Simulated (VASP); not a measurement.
# Ru (P6_3/mmc) in VASP: further runs

Aim: see how the results for Ru move with the level of theory and the settings. Levels: r2SCAN, HSE06, r2SCAN50. Tasks: single point.

All numbers are computed with VASP 6.6.1; they aren't measurements. Logs are shortened: lines on timing, memory, paths and dates and some standing lists are left out, and cuts for length are marked.

### Step 1. The cell of the first run

It takes space group P6_3/mmc (No. 194, hexagonal). The conventional cell has a = 2.706 Å, b = 2.706 Å, c = 4.282 Å, α = 90.00°, β = 90.00°, γ = 120.00°. Ru (site symmetry -6m2) has 12 Ru at 2.65 to 2.71 Å within 3.5 Å.

### Step 2. Single point, r2SCAN

File POSCAR:

```
Ru
1.0
    2.7058000000      0.0000000000      0.0000000000
   -1.3529000000      2.3432915376      0.0000000000
    0.0000000000      0.0000000000      4.2819000000
Ru
2
Direct
    0.6666666667      0.3333333333      0.7500000000
    0.3333333333      0.6666666667      0.2500000000
```

File INCAR.step1:

```
PREC = Accurate
ENCUT = 520
ISMEAR = 0
SIGMA = 0.1
LREAL = False
LASPH = True
NELM = 80
NBANDS = 21
GGA = PE
ALGO = Normal
EDIFF = 1E-4
LWAVE = True
LCHARG = False
```

File INCAR.step2:

```
PREC = Accurate
ENCUT = 520
EDIFF = 1E-6
ISMEAR = 0
SIGMA = 0.1
LREAL = False
LASPH = True
NELM = 80
ALGO = Normal
ISIF = 2
LWAVE = False
LCHARG = False
METAGGA = R2SCAN
LMIXTAU = True
NBANDS = 21
ISTART = 1
```

File KPOINTS:

```
regular mesh
0
Gamma
  9 9 5
```

Potentials or basis: VASP PAW PBE potentials, release 64 (Ru_pv).

Started as:

```sh
$ cat potpaw_PBE.64/Ru_pv/POTCAR > POTCAR
$ cp INCAR.step1 INCAR
$ mpirun -np 1 vasp_std > vasp.out
$ cp INCAR.step2 INCAR
$ mpirun -np 1 vasp_std > vasp.out
```

OUTCAR:

```text
PREC = Accurate
   ENCUT = 520
   EDIFF = 1E-6
   ISMEAR = 0
   LREAL = False
   LASPH = True
   NELM = 80
   ISIF = 2
   METAGGA = R2SCAN
   ISTART = 1

 ion  position               nearest neighbor table
   1  0.667  0.333  0.750-   2 2.65   2 2.65   2 2.65   2 2.65   2 2.65   2 2.65
   2  0.333  0.667  0.250-   1 2.65   1 2.65   1 2.65   1 2.65   1 2.65   1 2.65

  LATTYP: Found a hexagonal cell.
 ALAT       =     2.7058000000
 C/A-ratio  =     1.5824894671

  Lattice vectors:

 A1 = (   2.7058000000,   0.0000000000,   0.0000000000)
 A2 = (  -1.3529000000,   2.3432915376,   0.0000000000)
 A3 = (   0.0000000000,   0.0000000000,   4.2819000000)

Analysis of symmetry for initial positions (statically):
=====================================================================
 Subroutine PRICEL returns:
 Original cell was already a primitive cell.

 Routine SETGRP: Setting up the symmetry group for a
 hexagonal supercell.

 Subroutine GETGRP returns: Found 24 space group operations
 (whereof 12 operations were pure point group operations)
 out of a pool of 24 trial point group operations.

The static configuration has the point symmetry D_3d.
 The point group associated with its full space group is D_6h.

Analysis of symmetry for dynamics (positions and initial velocities):
=====================================================================
 Subroutine PRICEL returns:
 Original cell was already a primitive cell.

 Routine SETGRP: Setting up the symmetry group for a
 hexagonal supercell.

 Subroutine GETGRP returns: Found 24 space group operations
 (whereof 12 operations were pure point group operations)
 out of a pool of 24 trial point group operations.

The dynamic configuration has the point symmetry D_3d.
 The point group associated with its full space group is D_6h.

 Subroutine INISYM returns: Found 24 space group operations
 (whereof 12 operations are pure point group operations),
 and found     1 'primitive' translations

----------------------------------------------------------------------------------------

                                     Primitive cell

  volume of cell :      27.1493

  direct lattice vectors                    reciprocal lattice vectors
     2.705800000  0.000000000  0.000000000     0.369576465  0.213375072  0.000000000
    -1.352900000  2.343291538  0.000000000     0.000000000  0.426750144  0.000000000
     0.000000000  0.000000000  4.281900000     0.000000000  0.000000000  0.233541185

  length of vectors
     2.705800000  2.705800000  4.281900000     0.426750144  0.426750144  0.233541185

  position of ions in fractional coordinates (direct lattice)
     0.666666667  0.333333333  0.750000000
     0.333333333  0.666666667  0.250000000

  ion indices of the primitive-cell ions
   primitive index   ion index
                 1           1
                 2           2

----------------------------------------------------------------------------------------

 KPOINTS: regular mesh

Automatic generation of k-mesh.
 Grid dimensions read from file:
 generate k-points for:    9    9    5

 Generating k-lattice:

  Cartesian coordinates                     Fractional coordinates (reciprocal lattice)
     0.041064052  0.023708341  0.000000000     0.111111111  0.000000000  0.000000000
     0.000000000  0.047416683  0.000000000     0.000000000  0.111111111  0.000000000
     0.000000000  0.000000000  0.046708237     0.000000000  0.000000000  0.200000000

  Length of vectors
     0.047416683  0.047416683  0.046708237

  Shift w.r.t. Gamma in fractional coordinates (k-lattice)
     0.000000000  0.000000000  0.000000000

 Subroutine IBZKPT returns following result:
 ===========================================

 Found     36 irreducible k-points:

 Following reciprocal coordinates:
            Coordinates               Weight
  0.000000  0.000000  0.000000      1.000000
  0.111111 -0.000000  0.000000      6.000000
  0.222222  0.000000  0.000000      6.000000
  0.333333  0.000000  0.000000      6.000000
  0.444444  0.000000  0.000000      6.000000
  0.111111  0.111111  0.000000      6.000000
[... 16 lines left out ...]
  0.333333  0.222222  0.200000     24.000000
  0.333333  0.333333  0.200000      4.000000
 [... further k-points ...]
   k-points           NKPTS =     36   k-points in BZ     NKDIM =     36   number of bands    NBANDS=     21
   number of dos      NEDOS =    301   number of ions     NIONS =      2
   total plane-waves  NPLWV =  12800
   dimension x,y,z NGX =    20 NGY =   20 NGZ =   32
   dimension x,y,z NGXF=    40 NGYF=   40 NGZF=   64
   ions per type =               2
   NGX,Y,Z   is equivalent  to a cutoff of  12.29, 12.29, 12.42 a.u.
   NGXF,Y,Z  is equivalent  to a cutoff of  24.58, 24.58, 24.85 a.u.
 SYSTEM =  unknown system
   PREC   = accura    normal or accurate (medium, high low for compatibility)
   ISTART =      1    job   : 0-new  1-cont  2-samecut
   ICHARG =      0    charge: 1-file 2-atom 10-const
   ISPIN  =      1    spin polarized calculation?
   LNONCOLLINEAR =      F non collinear calculations
   LSORBIT =      F    spin-orbit coupling
   LASPH  =      T    aspherical Exc in radial PAW
   ENCUT  =  520.0 eV  38.22 Ry    6.18 a.u.   5.03  5.03  7.96*2*pi/ulx,y,z
   NELM   =     80;   NELMIN=  2; NELMDL=  0     # of ELM steps
   EDIFF  = 0.1E-05   stopping-criterion for ELM
   LREAL  =      F    real-space projection
   EDIFFG = 0.1E-04   stopping-criterion for IOM
   NSW    =      0    number of steps for IOM
   IBRION =     -1    ionic relax: 0-MD 1-quasi-New 2-CG
   NFREE  =      0    steps in history (QN), initial steepest desc. (CG)
   ISIF   =      2    stress and relaxation
   ISYM   =      2    0-nonsym 1-usesym 2-fastsym
   POTIM  = 0.5000    time-step for ionic-motion
   TEBEG  =    0.0;   TEEND  =   0.0 temperature during run
   PSTRESS=    0.0 pullay stress
   NELECT =      28.0000    total number of electrons
   NUPDOWN=      -1.0000    fix difference up-down
   EMIN   =  10.00;   EMAX   =-10.00  energy-range for DOS
   EFERMI =   0.00;   METHOD = LEGACY
   ISMEAR =     0;   SIGMA  =   0.10  broadening in eV -4-tet -1-fermi 0-gaus
   EFERMI_NEDOS =   21; number of points for ismear=-14 and -15
   IALGO  =     38    algorithm
   IMIX   =      4    mixing-type and parameters
     AMIX     =   0.40;   BMIX     =  1.00
     AMIX_MAG =   1.60;   BMIX_MAG =  1.00
  volume/ion in A,a.u.               =      13.57        91.61
  Fermi-wavevector in a.u.,A,eV,Ry     =   1.654022  3.125649 37.222674  2.735789
  Thomas-Fermi vector in A             =   2.742361
   LORBIT       =      0    0 simple, 1 ext, 2 COOP (PROOUT), +10 PAW based schemes
   METAGGA = R2SCAN    functional components
   LHFCALC =     F    Hartree Fock is set to
   AEXX    =    0.0000 exact exchange contribution
   IVDW    =     0    specifies the selected vdW correction
   LEPSILON=     F    determine dielectric tensor
   LRPA    =     F    only Hartree local field effects (RPA)
 non-spin polarized calculation
 Gauss-broadening in eV      SIGMA  =   0.10
  energy-cutoff  :      520.00
  volume of cell :       27.15
 maximum number of plane-waves:       744
 NGX is ok and might be reduce to    20
   NGX =  9   NGY =  9   NGZ = 15

 number of electron      28.0000008 magnetization

 Free energy of the ion-electron system (eV)
  ---------------------------------------------------
  ext. energy  EPLUGINS =         0.00000000
  ---------------------------------------------------
  free energy    TOTEN  =       -50.88657759 eV

  energy without entropy =      -50.87892093  energy(sigma->0) =      -50.88274926

 E-fermi :  12.8276     XC(G=0): -15.4133

 val. band max:       12.8263569353   @ k =   0.0000   0.0000   0.4000
 cond. band min:      12.8814171769   @ k =   0.4444   0.1111   0.4000
 fundamental gap:      0.0550602415
 Fermi energy:        12.8275549187

 k-point     1 :       0.0000    0.0000    0.0000
  band No.  band energies     occupation
      1     -32.3547      2.00000
      2     -31.3689      2.00000
      3     -31.3689      2.00000
      4     -31.1861      2.00000
      5     -31.1861      2.00000
      6     -31.1212      2.00000
[... 13 lines left out ...]
     20      21.1085      0.00000
     21      23.5573      0.00000

 k-point     2 :       0.1111   -0.0000    0.0000
  band No.  band energies     occupation
      1     -32.3098      2.00000
      2     -31.4633      2.00000
      3     -31.4004      2.00000
      4     -31.2844      2.00000
      5     -31.1992      2.00000
      6     -31.1421      2.00000
[... 13 lines left out ...]
     20      21.1085      0.00000
     21      23.4803      0.00000

 k-point     3 :       0.2222    0.0000    0.0000
  band No.  band energies     occupation
      1     -32.1857      2.00000
      2     -31.7026      2.00000
      3     -31.5245      2.00000
      4     -31.4764      2.00000
      5     -31.2354      2.00000
      6     -31.2053      2.00000
[... 13 lines left out ...]
     20      21.1085      0.00000
     21      23.2555      0.00000

 k-point     4 :       0.3333    0.0000    0.0000
  band No.  band energies     occupation
      1     -32.0149      2.00000
      2     -31.9744      2.00000
      3     -31.7841      2.00000
      4     -31.5585      2.00000
      5     -31.3064      2.00000
      6     -31.2798      2.00000
[... 13 lines left out ...]
     20      22.5934      0.00000
     21      22.9183      0.00000

 k-point     5 :       0.4444    0.0000    0.0000
  band No.  band energies     occupation
      1     -32.1509      2.00000
      2     -31.9469      2.00000
      3     -31.8619      2.00000
      4     -31.6103      2.00000
      5     -31.4136      2.00000
      6     -31.3099      2.00000
[... 13 lines left out ...]
     20      21.1085      0.00000
     21      24.1876      0.00000

 k-point     6 :       0.1111    0.1111    0.0000
  band No.  band energies     occupation
      1     -32.2251      2.00000
      2     -31.6036      2.00000
      3     -31.5287      2.00000
      4     -31.3871      2.00000
      5     -31.2424      2.00000
      6     -31.1843      2.00000
[... 13 lines left out ...]
     20      21.1084      0.00000
     21      23.3378      0.00000

 k-point     7 :       0.2222    0.1111    0.0000
  band No.  band energies     occupation
      1     -32.0762      2.00000
      2     -31.8372      2.00000
      3     -31.7309      2.00000
      4     -31.5119      2.00000
      5     -31.3063      2.00000
      6     -31.2680      2.00000
[... 13 lines left out ...]
     20      21.7115      0.00000
     21      23.2089      0.00000
[... 291 lines left out ...]
      1     -32.1501      2.00000
      2     -31.9794      2.00000
      3     -31.7415      2.00000
      4     -31.5988      2.00000
      5     -31.4072      2.00000
      6     -31.3310      2.00000
[... 13 lines left out ...]
     20      21.1085      0.00000
     21      24.0002      0.00000

 k-point    21 :       0.4444    0.1111    0.2000
  band No.  band energies     occupation
      1     -32.2114      2.00000
      2     -32.0364      2.00000
      3     -31.7344      2.00000
      4     -31.5939      2.00000
      5     -31.4540      2.00000
      6     -31.3637      2.00000
[... 13 lines left out ...]
     20      21.1084      0.00000
     21      24.3350      0.00000

 k-point    22 :       0.2222    0.2222    0.2000
  band No.  band energies     occupation
      1     -32.0707      2.00000
      2     -31.9757      2.00000
      3     -31.6956      2.00000
      4     -31.6588      2.00000
      5     -31.4539      2.00000
      6     -31.3245      2.00000
[... 13 lines left out ...]
     20      21.1085      0.00000
     21      25.0169      0.00000

 k-point    23 :       0.3333    0.2222    0.2000
  band No.  band energies     occupation
      1     -32.1056      2.00000
      2     -31.9984      2.00000
      3     -31.8148      2.00000
      4     -31.6139      2.00000
      5     -31.5406      2.00000
      6     -31.3966      2.00000
[... 13 lines left out ...]
     20      21.1086      0.00000
     21      23.6598      0.00000

 k-point    24 :       0.3333    0.3333    0.2000
  band No.  band energies     occupation
      1     -31.9898      2.00000
      2     -31.9705      2.00000
      3     -31.9705      2.00000
      4     -31.6722      2.00000
      5     -31.4859      2.00000
      6     -31.4859      2.00000
[... 13 lines left out ...]
     20      21.1089      0.00000
     21      21.1089      0.00000

 [... further k-points ...]

------------------------ aborting loop because EDIFF is reached ----------------------------------------

  FORCE on cell =-STRESS in cart. coord.  units (eV):
  Direction    XX          YY          ZZ          XY          YZ          ZX
  --------------------------------------------------------------------------------------
  -------------------------------------------------------------------------------------
  Total       -0.1178717     -0.1178717     -0.1642681     -0.0000000      0.0000000      0.0000000
  in kB       -6.9560316     -6.9560316     -9.6940523     -0.0000000      0.0000000      0.0000000
  external PRESSURE =      -7.8687052 kB  Pullay stress =       0.0000000 kB

 VOLUME and BASIS-vectors are now :
 -----------------------------------------------------------------------------
  energy-cutoff  :      520.00
  volume of cell :       27.15
      direct lattice vectors                 reciprocal lattice vectors
     2.705800000  0.000000000  0.000000000     0.369576465  0.213375072  0.000000000
    -1.352900000  2.343291538  0.000000000     0.000000000  0.426750144  0.000000000
     0.000000000  0.000000000  4.281900000     0.000000000  0.000000000  0.233541185

 POSITION                                       TOTAL-FORCE (eV/Angst)
 -----------------------------------------------------------------------------------
      1.35290      0.78110      3.21143         0.000000      0.000000      0.000000
     -0.00000      1.56219      1.07048        -0.000000     -0.000000      0.000000
 -----------------------------------------------------------------------------------
    total drift:                               -0.000000      0.000000     -0.000000

  FREE ENERGIE OF THE ION-ELECTRON SYSTEM (eV)
  ---------------------------------------------------
  free  energy   TOTEN  =       -50.8865775851 eV

  energy  without entropy=      -50.8789209312  energy(sigma->0) =      -50.88274926
```

Wall time 1.7 min (1 thread of AMD EPYC 7R43 (Zen 3), shared host); peak memory 0.11 GiB.

What came out:

* Free energy: -50.8866 eV
* Pressure: -0.8 GPa
* Band gap on the k mesh: zero (bands 14 and 15 overlap by 3.17 eV)

Levels at points of the mesh, in eV from the Fermi level:
```csv
k point,band 12,band 13,band 14,band 15,band 16,band 17
"(0.00, 0.00, 0.00)",-2.11,-2.11,-1.56,-1.56,1.13,1.13
```

Caveat: the PAW data sets were made with another functional, which shifts forces and pressure a little.

[end of part 1 of 3]

The gap in the log of VASP goes by the Fermi energy; the results here count the filled bands.